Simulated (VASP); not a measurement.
# Ge (Fmmm) in VASP: single point with PBEsol

Aim: the single point of Ge with PBEsol.

All numbers are computed with VASP 6.6.1; they aren't measurements. Logs are shortened: lines on timing, memory, paths and dates and some standing lists are left out, and cuts for length are marked.

### 1 The cell of the first run

The structure is orthorhombic, space group Fmmm (No. 69). Conventional cell: a = 5.224 Å, b = 5.702 Å, c = 9.873 Å, α = 90.00°, β = 90.00°, γ = 90.00°. Within 3.5 Å of Ge (site symmetry mm2) lie 8 Ge at 2.66 to 3.02 Å. Ge (site symmetry m2m) has 8 Ge at 2.59 to 3.11 Å within 3.4 Å.

### 2 Single point, PBEsol

Contents of INCAR:

```
  PREC = Accurate
  ENCUT = 520
  EDIFF = 1E-6
  ISMEAR = 0
  SIGMA = 0.15
  LREAL = False
  LASPH = True
  NELM = 80
  ALGO = Fast
  ISIF = 2
  LWAVE = False
  LCHARG = False
  GGA = PS
  NBANDS = 66
```

Contents of KPOINTS:

```
Automatic mesh
0
Gamma
  12 12 5
```

Contents of POSCAR:

```
Ge
1.0
   -2.6120665640     -2.8511133374      0.0000000000
    2.6120665640     -2.8511133374      0.0000000000
    0.0000000000      0.0000000000      9.8733758587
Ge
8
Direct
    0.0000000000      0.0000000000      0.7763173166
    0.5000000000      0.5000000000      0.2763173166
    0.0000000000      0.0000000000      0.2236826834
    0.5000000000      0.5000000000      0.7236826834
    0.2272617333      0.2272617333      0.5000000000
    0.7272617333      0.7272617333      0.0000000000
    0.7727382667      0.7727382667      0.5000000000
    0.2727382667      0.2727382667      0.0000000000
```

Potentials or basis: VASP PAW PBE potentials, release 64 (Ge_d).

Run with:

```sh
$ cat potpaw_PBE.64/Ge_d/POTCAR > POTCAR
$ mpirun -np 1 vasp_std > vasp.out
```

OUTCAR:

```text
PREC = Accurate
   ENCUT = 520
   EDIFF = 1E-6
   ISMEAR = 0
   LREAL = False
   LASPH = True
   NELM = 80
   ISIF = 2
   GGA = PS

 ion  position               nearest neighbor table
   1  0.000  0.000  0.776-   4 2.66   4 2.66   6 2.70   8 2.70   4 2.90   4 2.90
   2  0.500  0.500  0.276-   3 2.66   3 2.66   5 2.70   7 2.70   3 2.90   3 2.90
   3  0.000  0.000  0.224-   2 2.66   2 2.66   6 2.70   8 2.70   2 2.90   2 2.90
   4  0.500  0.500  0.724-   1 2.66   1 2.66   5 2.70   7 2.70   1 2.90   1 2.90
   5  0.227  0.227  0.500-   7 2.59   7 2.62   7 2.62   4 2.70   2 2.70
   6  0.727  0.727  0.000-   8 2.59   8 2.62   8 2.62   3 2.70   1 2.70
   7  0.773  0.773  0.500-   5 2.59   5 2.62   5 2.62   4 2.70   2 2.70
   8  0.273  0.273  0.000-   6 2.59   6 2.62   6 2.62   3 2.70   1 2.70

  LATTYP: Found a base centered orthorhombic cell.
 ALAT       =     5.2241331280
 B/A-ratio  =     1.0915163406
 C/A-ratio  =     1.8899548723

  Lattice vectors:

 A1 = (  -2.6120665640,   2.8511133374,   0.0000000000)
 A2 = (  -2.6120665640,  -2.8511133374,   0.0000000000)
 A3 = (   0.0000000000,   0.0000000000,   9.8733758587)

Analysis of symmetry for initial positions (statically):
=====================================================================
 Subroutine PRICEL returns following result:

  LATTYP: Found a face centered orthorhombic cell.
 ALAT       =     5.2241331280
 B/A-ratio  =     1.0915163406
 C/A-ratio  =     1.8899548723

  Lattice vectors:

 A1 = (  -0.0000000000,  -2.8511133374,   4.9366879293)
 A2 = (  -2.6120665640,   0.0000000000,   4.9366879293)
 A3 = (  -2.6120665640,  -2.8511133374,  -0.0000000000)

   2 primitive cells build up your supercell.

 Routine SETGRP: Setting up the symmetry group for a
 base centered orthorhombic supercell.

 Subroutine GETGRP returns: Found  8 space group operations
 (whereof  8 operations were pure point group operations)
 out of a pool of  8 trial point group operations.

The static configuration has the point symmetry D_2h.

Analysis of symmetry for dynamics (positions and initial velocities):
=====================================================================
 Subroutine PRICEL returns following result:

  LATTYP: Found a face centered orthorhombic cell.
 ALAT       =     5.2241331280
 B/A-ratio  =     1.0915163406
 C/A-ratio  =     1.8899548723

  Lattice vectors:

 A1 = (  -0.0000000000,  -2.8511133374,   4.9366879293)
 A2 = (  -2.6120665640,   0.0000000000,   4.9366879293)
 A3 = (  -2.6120665640,  -2.8511133374,  -0.0000000000)

   2 primitive cells build up your supercell.

 Routine SETGRP: Setting up the symmetry group for a
 base centered orthorhombic supercell.

 Subroutine GETGRP returns: Found  8 space group operations
 (whereof  8 operations were pure point group operations)
 out of a pool of  8 trial point group operations.

The dynamic configuration has the point symmetry D_2h.

 Subroutine INISYM returns: Found  8 space group operations
 (whereof  8 operations are pure point group operations),
 and found     2 'primitive' translations

----------------------------------------------------------------------------------------

                                     Primitive cell

  volume of cell :      73.5300

  direct lattice vectors                    reciprocal lattice vectors
    -0.000000000 -2.851113337  4.936687929     0.191419318 -0.175370089  0.101282481
    -2.612066564  0.000000000  4.936687929    -0.191419318  0.175370089  0.101282481
    -2.612066564 -2.851113337 -0.000000000    -0.191419318 -0.175370089 -0.101282481

  length of vectors
     5.700853881  5.585139161  3.866747858     0.278664968  0.278664968  0.278664968

  position of ions in fractional coordinates (direct lattice)
     0.776317317  0.776317317  0.223682683
     0.223682683  0.223682683  0.776317317
     0.727261733  0.272738267  0.727261733
     0.272738267  0.727261733  0.272738267

  ion indices of the primitive-cell ions
   primitive index   ion index
                 1           1
                 2           3
                 3           5
                 4           7

----------------------------------------------------------------------------------------

 KPOINTS: Automatic mesh

Automatic generation of k-mesh.
 Grid dimensions read from file:
 generate k-points for:   12   12    5

 Generating k-lattice:

  Cartesian coordinates                     Fractional coordinates (reciprocal lattice)
    -0.015951610 -0.014614174  0.000000000     0.083333333  0.000000000  0.000000000
     0.015951610 -0.014614174  0.000000000     0.000000000  0.083333333  0.000000000
     0.000000000  0.000000000  0.020256496     0.000000000  0.000000000  0.200000000

  Length of vectors
     0.021633953  0.021633953  0.020256496

  Shift w.r.t. Gamma in fractional coordinates (k-lattice)
     0.000000000  0.000000000  0.000000000

 Subroutine IBZKPT returns following result:
 ===========================================

 Found    129 irreducible k-points:

 Following reciprocal coordinates:
            Coordinates               Weight
  0.000000  0.000000  0.000000      1.000000
  0.083333 -0.000000  0.000000      4.000000
  0.166667  0.000000  0.000000      4.000000
  0.250000 -0.000000  0.000000      4.000000
  0.333333  0.000000  0.000000      4.000000
  0.416667 -0.000000  0.000000      4.000000
[... 16 lines left out ...]
  0.500000  0.166667  0.000000      4.000000
 -0.416667  0.166667  0.000000      4.000000
 [... further k-points ...]
   k-points           NKPTS =    129   k-points in BZ     NKDIM =    129   number of bands    NBANDS=     66
   number of dos      NEDOS =    301   number of ions     NIONS =      8
   total plane-waves  NPLWV =  72000
   dimension x,y,z NGX =    30 NGY =   30 NGZ =   80
   dimension x,y,z NGXF=    60 NGYF=   60 NGZF=  160
   ions per type =               8
   NGX,Y,Z   is equivalent  to a cutoff of  12.90, 12.90, 13.47 a.u.
   NGXF,Y,Z  is equivalent  to a cutoff of  25.80, 25.80, 26.94 a.u.
 SYSTEM =  unknown system
   PREC   = accura    normal or accurate (medium, high low for compatibility)
   ISTART =      0    job   : 0-new  1-cont  2-samecut
   ICHARG =      2    charge: 1-file 2-atom 10-const
   ISPIN  =      1    spin polarized calculation?
   LNONCOLLINEAR =      F non collinear calculations
   LSORBIT =      F    spin-orbit coupling
   LASPH  =      T    aspherical Exc in radial PAW
   ENCUT  =  520.0 eV  38.22 Ry    6.18 a.u.   7.19  7.19 18.36*2*pi/ulx,y,z
   NELM   =     80;   NELMIN=  2; NELMDL= -5     # of ELM steps
   EDIFF  = 0.1E-05   stopping-criterion for ELM
   LREAL  =      F    real-space projection
   EDIFFG = 0.1E-04   stopping-criterion for IOM
   NSW    =      0    number of steps for IOM
   IBRION =     -1    ionic relax: 0-MD 1-quasi-New 2-CG
   NFREE  =      0    steps in history (QN), initial steepest desc. (CG)
   ISIF   =      2    stress and relaxation
   ISYM   =      2    0-nonsym 1-usesym 2-fastsym
   POTIM  = 0.5000    time-step for ionic-motion
   TEBEG  =    0.0;   TEEND  =   0.0 temperature during run
   PSTRESS=    0.0 pullay stress
   NELECT =     112.0000    total number of electrons
   NUPDOWN=      -1.0000    fix difference up-down
   EMIN   =  10.00;   EMAX   =-10.00  energy-range for DOS
   EFERMI =   0.00;   METHOD = LEGACY
   ISMEAR =     0;   SIGMA  =   0.15  broadening in eV -4-tet -1-fermi 0-gaus
   EFERMI_NEDOS =   21; number of points for ismear=-14 and -15
   IALGO  =     68    algorithm
   IMIX   =      4    mixing-type and parameters
     AMIX     =   0.40;   BMIX     =  1.00
     AMIX_MAG =   1.60;   BMIX_MAG =  1.00
  volume/ion in A,a.u.               =      18.38       124.05
  Fermi-wavevector in a.u.,A,eV,Ry     =   1.495028  2.825194 30.410507  2.235109
  Thomas-Fermi vector in A             =   2.607225
   LORBIT       =      0    0 simple, 1 ext, 2 COOP (PROOUT), +10 PAW based schemes
   GGA     = PS    functional components
   LHFCALC =     F    Hartree Fock is set to
   AEXX    =    0.0000 exact exchange contribution
   IVDW    =     0    specifies the selected vdW correction
   LEPSILON=     F    determine dielectric tensor
   LRPA    =     F    only Hartree local field effects (RPA)
 non-spin polarized calculation
 RMM-DIIS sequential band-by-band and
 Gauss-broadening in eV      SIGMA  =   0.15
  energy-cutoff  :      520.00
  volume of cell :      147.06
 maximum number of plane-waves:      3983
 NGX is ok and might be reduce to    30
   NGX = 15   NGY = 15   NGZ = 37

 number of electron     112.0000002 magnetization

 Free energy of the ion-electron system (eV)
  ---------------------------------------------------
  ext. energy  EPLUGINS =         0.00000000
  ---------------------------------------------------
  free energy    TOTEN  =       -38.10470104 eV

  energy without entropy =      -38.07283712  energy(sigma->0) =      -38.08876908

 E-fermi :   6.7466     XC(G=0): -11.5085

 val. band max:        6.7391711552   @ k =  -0.2500   0.2500   0.4000
 cond. band min:       6.7522441141   @ k =  -0.4167   0.0833   0.0000
 fundamental gap:      0.0130729588
 Fermi energy:         6.7465793262

 k-point     1 :       0.0000    0.0000    0.0000
  band No.  band energies     occupation
      1     -17.9534      2.00000
      2     -17.9398      2.00000
      3     -17.9146      2.00000
      4     -17.9028      2.00000
      5     -17.8709      2.00000
      6     -17.8603      2.00000
[... 58 lines left out ...]
     65      11.8290      0.00000
     66      12.3233      0.00000

 k-point     2 :       0.0833   -0.0000    0.0000
  band No.  band energies     occupation
      1     -17.9490      2.00000
      2     -17.9356      2.00000
      3     -17.9119      2.00000
      4     -17.8998      2.00000
      5     -17.8711      2.00000
      6     -17.8603      2.00000
[... 58 lines left out ...]
     65      11.7898      0.00000
     66      12.0676      0.00000

 k-point     3 :       0.1667    0.0000    0.0000
  band No.  band energies     occupation
      1     -17.9361      2.00000
      2     -17.9233      2.00000
      3     -17.9037      2.00000
      4     -17.8912      2.00000
      5     -17.8716      2.00000
      6     -17.8606      2.00000
[... 1438 lines left out ...]
     65      11.1786      0.00000
     66      11.3899      0.00000

 k-point    24 :      -0.4167    0.1667    0.0000
  band No.  band energies     occupation
      1     -17.8867      2.00000
      2     -17.8844      2.00000
      3     -17.8683      2.00000
      4     -17.8658      2.00000
      5     -17.8631      2.00000
      6     -17.8493      2.00000
[... 58 lines left out ...]
     65      11.3167      0.00000
     66      11.7181      0.00000

 [... further k-points ...]

------------------------ aborting loop because EDIFF is reached ----------------------------------------

  FORCE on cell =-STRESS in cart. coord.  units (eV):
  Direction    XX          YY          ZZ          XY          YZ          ZX
  --------------------------------------------------------------------------------------
  -------------------------------------------------------------------------------------
  Total       -0.3549976     -0.3504072     -0.1167906      0.0000000      0.0000000      0.0000000
  in kB       -3.8676010     -3.8175893     -1.2724016      0.0000000      0.0000000      0.0000000
  external PRESSURE =      -2.9858640 kB  Pullay stress =       0.0000000 kB

 VOLUME and BASIS-vectors are now :
 -----------------------------------------------------------------------------
  energy-cutoff  :      520.00
  volume of cell :      147.06
      direct lattice vectors                 reciprocal lattice vectors
    -2.612066564 -2.851113337  0.000000000    -0.191419318 -0.175370089  0.000000000
     2.612066564 -2.851113337  0.000000000     0.191419318 -0.175370089  0.000000000
     0.000000000  0.000000000  9.873375859     0.000000000  0.000000000  0.101282481

 POSITION                                       TOTAL-FORCE (eV/Angst)
 -----------------------------------------------------------------------------------
      0.00000      0.00000      7.66487         0.000000      0.000000     -0.010821
      0.00000     -2.85111      2.72818         0.000000      0.000000     -0.010821
      0.00000      0.00000      2.20850         0.000000     -0.000000      0.010821
      0.00000     -2.85111      7.14519         0.000000      0.000000      0.010821
      0.00000     -1.29590      4.93669         0.000000     -0.005345      0.000000
      0.00000     -4.14701      0.00000         0.000000     -0.005345      0.000000
      0.00000     -4.40633      4.93669         0.000000      0.005345      0.000000
      0.00000     -1.55522      0.00000         0.000000      0.005345      0.000000
 -----------------------------------------------------------------------------------
    total drift:                                0.000000     -0.000000      0.000000

  FREE ENERGIE OF THE ION-ELECTRON SYSTEM (eV)
  ---------------------------------------------------
  free  energy   TOTEN  =       -38.1047010416 eV

  energy  without entropy=      -38.0728371158  energy(sigma->0) =      -38.08876908
```

Wall time 28 min (1 thread of Oxide Virtual Turin-like, shared host); peak memory 0.8 GiB.

Results:

```
Free energy            : -38.1047 eV
Pressure               : -0.3 GPa
Largest force          : 0.011 eV/Å
Band gap on the k mesh : zero (bands 56 and 57 overlap by 3.25 eV)
```

Forces in eV/Å, atoms in the order of the input:
```
Ge   0.000  0.000 -0.011
Ge   0.000  0.000 -0.011
Ge   0.000  0.000  0.011
Ge   0.000  0.000  0.011
Ge   0.000 -0.005  0.000
Ge   0.000 -0.005  0.000
Ge   0.000  0.005  0.000
Ge   0.000  0.005  0.000
```

Stress tensor (GPa, compression positive):
```
-0.39  0.00  0.00
 0.00 -0.38  0.00
 0.00  0.00 -0.13
```

Caveat: the PAW data sets were made with another functional, which shifts forces and pressure a little.
